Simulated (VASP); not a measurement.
The system is C.

```
C
1.0
     2.55529    0.00000    0.00000
    -1.27764    2.21295    0.00000
     0.00000    0.00000    8.34550
C
8
Direct
  0.66667 0.33333 0.84375
  0.33333 0.66667 0.34375
  0.66667 0.33333 0.65625
  0.33333 0.66667 0.15625
  0.00000 0.00000 0.90625
  0.00000 0.00000 0.40625
  0.00000 0.00000 0.59375
  0.00000 0.00000 0.09375
```

Program: VASP 6.6.1. Alike in all runs: task single point; no spin polarisation; cell as given; k mesh 12 × 12 × 4; cutoff (eV) 520; smearing fermi-dirac 0.05 eV.

Order these runs on this cell by their pressure, lowest first.
A. level PBE; potentials or basis VASP PAW PBE potentials, release 64 (C)
B. level LDA; potentials or basis VASP PAW LDA potentials, release 64 (C)
C. level r2SCAN+D3(BJ); potentials or basis VASP PAW PBE potentials, release 64 (C)
D. level revPBE+D4; potentials or basis VASP PAW PBE potentials, release 64 (C)

B (-26.6 GPa), D (-21.1 GPa), C (-19.6 GPa), A (-13.3 GPa).

Caveats: the PAW data sets were made with another functional, which shifts forces and pressure a little (some runs).
